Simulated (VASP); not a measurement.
# Au (Im-3m) in VASP: further runs

Au is run at these levels: LDA; tasks: single point.

All numbers are computed with VASP 6.6.1; they aren't measurements. Logs are shortened: lines on timing, memory, paths and dates and some standing lists are left out, and cuts for length are marked.

## (1) The cell of the first run

It takes space group Im-3m (No. 229, cubic). The conventional cell has a = 3.165 Å, b = 3.165 Å, c = 3.165 Å, α = 90.00°, β = 90.00°, γ = 90.00°. Within 3.6 Å of Au (site symmetry m-3m) lie 14 Au at 2.74 to 3.16 Å.

## (2) Single point, LDA

INCAR

```
  PREC = Accurate
  ENCUT = 520
  EDIFF = 1E-6
  ISMEAR = 1
  SIGMA = 0.05
  LREAL = F
  LASPH = T
  NELM = 100
  ALGO = Normal
  ISIF = 2
  LWAVE = F
  LCHARG = F
  NBANDS = 12
```

KPOINTS

```
regular mesh
0
Gamma
  12 12 12
```

POSCAR

```
Au
1.0
   -1.5824121973      1.5824121973      1.5824121973
    1.5824121973     -1.5824121973      1.5824121973
    1.5824121973      1.5824121973     -1.5824121973
Au
1
Direct
    0.0000000000      0.0000000000      0.0000000000
```

Potentials or basis: VASP PAW LDA potentials, release 64 (Au).

Launch:

```bash
$ cat potpaw_LDA.64/Au/POTCAR > POTCAR
$ mpirun -np 1 vasp_std > vasp.out
```

OUTCAR:

```text
PREC = Accurate
   ENCUT = 520
   EDIFF = 1E-6
   ISMEAR = 1
   LREAL = F
   LASPH = T
   NELM = 100
   ISIF = 2

 ion  position               nearest neighbor table
   1  0.000  0.000  0.000-

  LATTYP: Found a body centered cubic cell.
 ALAT       =     3.1648243946

  Lattice vectors:

 A1 = (  -1.5824121973,   1.5824121973,   1.5824121973)
 A2 = (   1.5824121973,  -1.5824121973,   1.5824121973)
 A3 = (   1.5824121973,   1.5824121973,  -1.5824121973)

Analysis of symmetry for initial positions (statically):
=====================================================================
 Subroutine PRICEL returns:
 Original cell was already a primitive cell.

 Routine SETGRP: Setting up the symmetry group for a
 body centered cubic supercell.

 Subroutine GETGRP returns: Found 48 space group operations
 (whereof 48 operations were pure point group operations)
 out of a pool of 48 trial point group operations.

The static configuration has the point symmetry O_h .

Analysis of symmetry for dynamics (positions and initial velocities):
=====================================================================
 Subroutine PRICEL returns:
 Original cell was already a primitive cell.

 Routine SETGRP: Setting up the symmetry group for a
 body centered cubic supercell.

 Subroutine GETGRP returns: Found 48 space group operations
 (whereof 48 operations were pure point group operations)
 out of a pool of 48 trial point group operations.

The dynamic configuration has the point symmetry O_h .

 Subroutine INISYM returns: Found 48 space group operations
 (whereof 48 operations are pure point group operations),
 and found     1 'primitive' translations

----------------------------------------------------------------------------------------

                                     Primitive cell

  volume of cell :      15.8496

  direct lattice vectors                    reciprocal lattice vectors
    -1.582412197  1.582412197  1.582412197     0.000000000  0.315973298  0.315973298
     1.582412197 -1.582412197  1.582412197     0.315973298  0.000000000  0.315973298
     1.582412197  1.582412197 -1.582412197     0.315973298  0.315973298  0.000000000

  length of vectors
     2.740818324  2.740818324  2.740818324     0.446853723  0.446853723  0.446853723

  position of ions in fractional coordinates (direct lattice)
     0.000000000  0.000000000  0.000000000

  ion indices of the primitive-cell ions
   primitive index   ion index
                 1           1

[... 73 lines left out ...]
   EDIFFG = 0.1E-04   stopping-criterion for IOM
   NSW    =      0    number of steps for IOM
   IBRION =     -1    ionic relax: 0-MD 1-quasi-New 2-CG
   NFREE  =      0    steps in history (QN), initial steepest desc. (CG)
   ISIF   =      2    stress and relaxation
   ISYM   =      2    0-nonsym 1-usesym 2-fastsym
   POTIM  = 0.5000    time-step for ionic-motion
   TEBEG  =    0.0;   TEEND  =   0.0 temperature during run
   PSTRESS=    0.0 pullay stress
   NELECT =      11.0000    total number of electrons
   NUPDOWN=      -1.0000    fix difference up-down
   EMIN   =  10.00;   EMAX   =-10.00  energy-range for DOS
   EFERMI =   0.00;   METHOD = LEGACY
   ISMEAR =     1;   SIGMA  =   0.05  broadening in eV -4-tet -1-fermi 0-gaus
   EFERMI_NEDOS =   21; number of points for ismear=-14 and -15
   IALGO  =     38    algorithm
   IMIX   =      4    mixing-type and parameters
     AMIX     =   0.40;   BMIX     =  1.00
     AMIX_MAG =   1.60;   BMIX_MAG =  1.00
  volume/ion in A,a.u.               =      15.85       106.96
  Fermi-wavevector in a.u.,A,eV,Ry     =   1.449437  2.739039 28.584052  2.100869
  Thomas-Fermi vector in A             =   2.567164
   LORBIT       =      0    0 simple, 1 ext, 2 COOP (PROOUT), +10 PAW based schemes
   GGA     = CA    functional components
   LHFCALC =     F    Hartree Fock is set to
   AEXX    =    0.0000 exact exchange contribution
   IVDW    =     0    specifies the selected vdW correction
   LEPSILON=     F    determine dielectric tensor
   LRPA    =     F    only Hartree local field effects (RPA)
 non-spin polarized calculation
 Methfessel and Paxton  Order N= 1 SIGMA  =   0.05
  energy-cutoff  :      520.00
  volume of cell :       15.85
 maximum number of plane-waves:       438
   NGX = 11   NGY = 11   NGZ = 11

 number of electron      10.9999998 magnetization

 Free energy of the ion-electron system (eV)
  ---------------------------------------------------
  ext. energy  EPLUGINS =         0.00000000
  ---------------------------------------------------
  free energy    TOTEN  =        -4.39490871 eV

  energy without entropy =       -4.39485865  energy(sigma->0) =       -4.39489202

 E-fermi :  10.6103     XC(G=0): -13.4108

 val. band max:       10.5031262626   @ k =  -0.4167   0.4167   0.1667
 cond. band min:      10.6277970679   @ k =  -0.3333   0.3333   0.3333
 fundamental gap:      0.1246708053
 Fermi energy:        10.6102838424

 k-point     1 :       0.0000    0.0000    0.0000
  band No.  band energies     occupation
      1      -0.1317      2.00000
      2       5.2330      2.00000
      3       5.2330      2.00000
      4       5.2330      2.00000
      5       7.4426      2.00000
      6       7.4426      2.00000
      7      27.0139      0.00000
      8      27.0139      0.00000
      9      27.0139      0.00000
     10      36.1540      0.00000
     11      36.1540      0.00000
     12      36.1744      0.00000
[... 331 lines left out ...]
 k-point    24 :       0.4167    0.0833    0.0833
  band No.  band energies     occupation
      1       3.0058      2.00000
      2       4.0021      2.00000
      3       7.2305      2.00000
      4       7.3939      2.00000
      5       7.7065      2.00000
      6      12.0316      0.00000
      7      14.3349      0.00000
      8      22.5618      0.00000
      9      22.8230      0.00000
     10      33.2412      0.00000
     11      34.3643      0.00000
     12      35.3747      0.00000

 [... further k-points ...]
[... 5 lines left out ...]
  --------------------------------------------------------------------------------------
  -------------------------------------------------------------------------------------
  Total        1.0434322      1.0434322      1.0434322      0.0000000      0.0000000     -0.0000000
  in kB      105.4765569    105.4765569    105.4765569      0.0000000      0.0000000     -0.0000000
  external PRESSURE =     105.4765569 kB  Pullay stress =       0.0000000 kB

 VOLUME and BASIS-vectors are now :
 -----------------------------------------------------------------------------
  energy-cutoff  :      520.00
  volume of cell :       15.85
      direct lattice vectors                 reciprocal lattice vectors
    -1.582412197  1.582412197  1.582412197     0.000000000  0.315973298  0.315973298
     1.582412197 -1.582412197  1.582412197     0.315973298  0.000000000  0.315973298
     1.582412197  1.582412197 -1.582412197     0.315973298  0.315973298  0.000000000

 POSITION                                       TOTAL-FORCE (eV/Angst)
 -----------------------------------------------------------------------------------
      0.00000      0.00000      0.00000        -0.000000      0.000000      0.000000
 -----------------------------------------------------------------------------------
    total drift:                                0.000000     -0.000000      0.000000

  FREE ENERGIE OF THE ION-ELECTRON SYSTEM (eV)
  ---------------------------------------------------
  free  energy   TOTEN  =        -4.3949087075 eV

  energy  without entropy=       -4.3948586526  energy(sigma->0) =       -4.39489202
```

stdout:

```text
POSCAR found type information on POSCAR Au
 POSCAR found :  1 types and       1 ions
 scaLAPACK will be used
 LDA part: xc-table for (Slater(with rela. corr.)+CA(PZ))
 , standard interpolation
 POSCAR, INCAR and KPOINTS ok, starting setup
 FFT: planning ... GRIDC
 FFT: planning ... GRID_SOFT
 FFT: planning ... GRID
 WAVECAR not read
 entering main loop
```

Wall time 3.7 s (1 thread of Intel Xeon 6975P-C (Granite Rapids), shared host); peak memory 0.13 GiB.

What came out:

```yaml
Free_energy: -4.3949 eV
Pressure: 10.5 GPa
```

Caveat: spin-orbit coupling is left out, which moves the levels of the heavy elements.

## (3) Single point, LDA

This run uses another cell than the first one, of 15.28 Å³/atom, 0.964 times its volume.

INCAR

```
PREC = Accurate
ENCUT = 520
EDIFF = 1E-6
ISMEAR = 1
SIGMA = 0.05
LREAL = F
LASPH = T
NELM = 60
ALGO = Normal
ISIF = 2
LWAVE = F
LCHARG = F
NBANDS = 12
```

KPOINTS

```
Automatic mesh
0
Gamma
  12 12 12
```

POSCAR

```
Au
1.0
   -1.5632762043      1.5632762043      1.5632762043
    1.5632762043     -1.5632762043      1.5632762043
    1.5632762043      1.5632762043     -1.5632762043
Au
1
Direct
    0.0000000000      0.0000000000      0.0000000000
```

Potentials or basis: VASP PAW LDA potentials, release 64 (Au).

Launch:

```bash
$ cat potpaw_LDA.64/Au/POTCAR > POTCAR
$ mpirun -np 1 vasp_std > vasp.out
```

Wall time 3.9 s (1 thread of Intel Xeon 6975P-C (Granite Rapids), shared host); peak memory 0.12 GiB.

It converged, with:

```yaml
Free_energy: -4.3398 eV
Pressure: 20.7 GPa
```

Levels at points of the mesh, in eV from the Fermi level:
| k point | band 2 | band 3 | band 4 | band 5 | band 6 | band 7 | band 8 | band 9 |
| --- | --- | --- | --- | --- | --- | --- | --- | --- |
| (0.00, 0.00, 0.00) | -5.53 | -5.53 | -5.53 | -3.20 | -3.20 | 16.44 | 16.44 | 16.44 |
| (0.50, 0.00, 0.00) | -6.86 | -3.36 | -2.92 | -1.29 | -1.14 | 4.30 | 12.36 | 14.65 |
| (0.50, 0.50, 0.50) | -7.92 | -1.77 | -1.77 | -1.77 | 6.38 | 6.38 | 6.38 | 11.13 |

Caveat: spin-orbit coupling is left out, which moves the levels of the heavy elements.

## (4) Single point, LDA

This run uses another cell than the first one, of 16.58 Å³/atom, 1.046 times its volume.

INCAR

```
  PREC = Accurate
  ENCUT = 520
  EDIFF = 1E-6
  ISMEAR = 1
  SIGMA = 0.05
  LREAL = False
  LASPH = True
  NELM = 80
  ALGO = Normal
  ISIF = 2
  LWAVE = False
  LCHARG = False
  GGA = CA
  NBANDS = 12
```

KPOINTS is that of step 3.

POSCAR

```
Au
1.0
   -1.6062685214      1.6062685214      1.6062685214
    1.6062685214     -1.6062685214      1.6062685214
    1.6062685214      1.6062685214     -1.6062685214
Au
1
Direct
    0.0000000000      0.0000000000      0.0000000000
```

Launch:

```bash
$ cat potpaw_LDA.64/Au/POTCAR > POTCAR
$ mpirun -np 1 vasp_std > vasp.out
```

Wall time 3.9 s (1 thread of Intel Xeon 6975P-C (Granite Rapids), shared host); peak memory 0.14 GiB.

Results (log left out):

```yaml
Free_energy: -4.4195 eV
Pressure: 0.5 GPa
```

Levels at points of the mesh, in eV from the Fermi level:
```tsv
k point	band 3	band 4	band 5	band 6	band 7	band 8
(0.00, 0.00, 0.00)	-5.14	-5.14	-3.08	-3.08	16.40	16.40
(0.50, 0.00, 0.00)	-3.24	-2.86	-1.45	-0.87	3.65	12.27
(0.50, 0.50, 0.50)	-1.86	-1.86	-1.86	6.19	6.19	6.19
```

Caveat: spin-orbit coupling is left out, which moves the levels of the heavy elements.

## (5) Single point, LDA

This run uses another cell than the first one, of 16.19 Å³/atom, 1.021 times its volume.

INCAR

```
SYSTEM = Au
PREC = Accurate
ENCUT = 520
EDIFF = 1E-6
ISMEAR = 1
SIGMA = 0.05
LREAL = .False.
LASPH = .True.
NELM = 100
ALGO = Normal
ISIF = 2
LWAVE = .False.
LCHARG = .False.
GGA = CA
NBANDS = 12
```

KPOINTS

```
regular mesh
0
Gamma
  12 12 12
  0 0 0
```

POSCAR

```
Au
1.0
   -1.5935787793      1.5935787793      1.5935787793
    1.5935787793     -1.5935787793      1.5935787793
    1.5935787793      1.5935787793     -1.5935787793
Au
1
Direct
    0.0000000000      0.0000000000      0.0000000000
```

Potentials or basis: VASP PAW LDA potentials, release 64 (Au).

Launch:

```bash
$ cat potpaw_LDA.64/Au/POTCAR > POTCAR
$ mpirun -np 1 vasp_std > vasp.out
```

OUTCAR:

```text
SYSTEM = Au
   PREC = Accurate
   ENCUT = 520
   EDIFF = 1E-6
   ISMEAR = 1
   LREAL = .False.
   LASPH = .True.
   NELM = 100
   ISIF = 2
   GGA = CA

 ion  position               nearest neighbor table
   1  0.000  0.000  0.000-

  LATTYP: Found a body centered cubic cell.
 ALAT       =     3.1871575586

  Lattice vectors:

 A1 = (  -1.5935787793,   1.5935787793,   1.5935787793)
 A2 = (   1.5935787793,  -1.5935787793,   1.5935787793)
 A3 = (   1.5935787793,   1.5935787793,  -1.5935787793)

Analysis of symmetry for initial positions (statically):
=====================================================================
 Subroutine PRICEL returns:
 Original cell was already a primitive cell.

 Routine SETGRP: Setting up the symmetry group for a
 body centered cubic supercell.

 Subroutine GETGRP returns: Found 48 space group operations
 (whereof 48 operations were pure point group operations)
 out of a pool of 48 trial point group operations.

The static configuration has the point symmetry O_h .

Analysis of symmetry for dynamics (positions and initial velocities):
=====================================================================
 Subroutine PRICEL returns:
 Original cell was already a primitive cell.

 Routine SETGRP: Setting up the symmetry group for a
 body centered cubic supercell.

 Subroutine GETGRP returns: Found 48 space group operations
 (whereof 48 operations were pure point group operations)
 out of a pool of 48 trial point group operations.

The dynamic configuration has the point symmetry O_h .

 Subroutine INISYM returns: Found 48 space group operations
 (whereof 48 operations are pure point group operations),
 and found     1 'primitive' translations

----------------------------------------------------------------------------------------

                                     Primitive cell

  volume of cell :      16.1875
[... 108 lines left out ...]
  volume/ion in A,a.u.               =      16.19       109.24
  Fermi-wavevector in a.u.,A,eV,Ry     =   1.439281  2.719846 28.184865  2.071529
  Thomas-Fermi vector in A             =   2.558154
   LORBIT       =      0    0 simple, 1 ext, 2 COOP (PROOUT), +10 PAW based schemes
   GGA     = CA    functional components
   LHFCALC =     F    Hartree Fock is set to
   AEXX    =    0.0000 exact exchange contribution
   IVDW    =     0    specifies the selected vdW correction
   LEPSILON=     F    determine dielectric tensor
   LRPA    =     F    only Hartree local field effects (RPA)
 non-spin polarized calculation
 Methfessel and Paxton  Order N= 1 SIGMA  =   0.05
  energy-cutoff  :      520.00
  volume of cell :       16.19
 maximum number of plane-waves:       466
 NGX is ok and might be reduce to    24
   NGX = 11   NGY = 11   NGZ = 11

 number of electron      10.9999999 magnetization

 Free energy of the ion-electron system (eV)
  ---------------------------------------------------
  ext. energy  EPLUGINS =         0.00000000
  ---------------------------------------------------
  free energy    TOTEN  =        -4.41202672 eV

  energy without entropy =       -4.41201771  energy(sigma->0) =       -4.41202371

 E-fermi :  10.2520     XC(G=0): -13.2870

 val. band max:       10.2495999773   @ k =  -0.3333   0.3333   0.3333
 cond. band min:      10.3003833720   @ k =   0.5000   0.5000   0.0833
 fundamental gap:      0.0507833947
 Fermi energy:        10.2519804236

 k-point     1 :       0.0000    0.0000    0.0000
  band No.  band energies     occupation
      1      -0.2782      2.00000
      2       4.9788      2.00000
      3       4.9788      2.00000
      4       4.9788      2.00000
      5       7.1162      2.00000
      6       7.1162      2.00000
      7      26.6443      0.00000
      8      26.6443      0.00000
      9      26.6443      0.00000
     10      35.3667      0.00000
     11      35.3667      0.00000
     12      35.3667      0.00000
[... 331 lines left out ...]
 k-point    24 :       0.4167    0.0833    0.0833
  band No.  band energies     occupation
      1       2.8229      2.00000
      2       3.7917      2.00000
      3       6.9326      2.00000
      4       7.0658      2.00000
      5       7.3661      2.00000
      6      11.6411      0.00000
      7      13.8283      0.00000
      8      22.1363      0.00000
      9      22.2870      0.00000
     10      32.6416      0.00000
     11      33.8715      0.00000
     12      34.7088      0.00000

 [... further k-points ...]
[... 5 lines left out ...]
  --------------------------------------------------------------------------------------
  -------------------------------------------------------------------------------------
  Total        0.5604022      0.5604022      0.5604022      0.0000000      0.0000000     -0.0000000
  in kB       55.4663753     55.4663753     55.4663753      0.0000000      0.0000000     -0.0000000
  external PRESSURE =      55.4663753 kB  Pullay stress =       0.0000000 kB

 VOLUME and BASIS-vectors are now :
 -----------------------------------------------------------------------------
  energy-cutoff  :      520.00
  volume of cell :       16.19
      direct lattice vectors                 reciprocal lattice vectors
    -1.593578779  1.593578779  1.593578779     0.000000000  0.313759198  0.313759198
     1.593578779 -1.593578779  1.593578779     0.313759198  0.000000000  0.313759198
     1.593578779  1.593578779 -1.593578779     0.313759198  0.313759198  0.000000000

 POSITION                                       TOTAL-FORCE (eV/Angst)
 -----------------------------------------------------------------------------------
      0.00000      0.00000      0.00000        -0.000000      0.000000      0.000000
 -----------------------------------------------------------------------------------
    total drift:                                0.000000      0.000000      0.000000

  FREE ENERGIE OF THE ION-ELECTRON SYSTEM (eV)
  ---------------------------------------------------
  free  energy   TOTEN  =        -4.4120267164 eV

  energy  without entropy=       -4.4120177115  energy(sigma->0) =       -4.41202371
```

OSZICAR:

```text
N       E                     dE             d eps       ncg     rms          rms(c)
DAV:   1     0.499208871841E+02    0.49921E+02   -0.56399E+03  1776   0.823E+02
DAV:   2    -0.405922108577E+01   -0.53980E+02   -0.50906E+02  2092   0.191E+02
DAV:   3    -0.475730358929E+01   -0.69808E+00   -0.69769E+00  2056   0.210E+01
DAV:   4    -0.475957603434E+01   -0.22724E-02   -0.22724E-02  2004   0.138E+00
DAV:   5    -0.475959149073E+01   -0.15456E-04   -0.15457E-04  2080   0.107E-01    0.108E+01
DAV:   6    -0.444267100817E+01    0.31692E+00   -0.83319E-01  1868   0.728E+00    0.664E+00
DAV:   7    -0.441584152116E+01    0.26829E-01   -0.72789E-02  1976   0.213E+00    0.302E+00
DAV:   8    -0.441202957114E+01    0.38120E-02   -0.17212E-03  1940   0.422E-01    0.246E-01
DAV:   9    -0.441202599160E+01    0.35795E-05   -0.29839E-05  1972   0.417E-02    0.103E-02
DAV:  10    -0.441202671644E+01   -0.72483E-06   -0.12434E-06  1868   0.808E-03
   1 F= -.44120267E+01 E0= -.44120237E+01  d E =-.900493E-05
```

It took 4 s on 1 thread of Intel Xeon 6975P-C (Granite Rapids), shared host; peak memory 0.13 GiB.

What came out:

```yaml
Free_energy: -4.4120 eV
Pressure: 5.5 GPa
```

Caveat: spin-orbit coupling is left out, which moves the levels of the heavy elements.

## (6) Overview

```tsv
cell	gap on the mesh (eV)	pressure (GPa)
a = 2.741 Å, angles 109.5°, 1 atom	none	10.5
a = 2.708 Å, angles 109.5°, 1 atom	none	20.7
a = 2.782 Å, angles 109.5°, 1 atom	none	0.5
a = 2.760 Å, angles 109.5°, 1 atom	none	5.5
```

Alike in all rows: task single point; level LDA; potentials or basis VASP PAW LDA potentials, release 64 (Au); no spin polarisation; k mesh 12 × 12 × 12; cutoff (eV) 520; smearing methfessel-paxton 0.05 eV.

Caveats: spin-orbit coupling is left out, which moves the levels of the heavy elements.

Absolute energies hang on the potentials; compare differences alone.
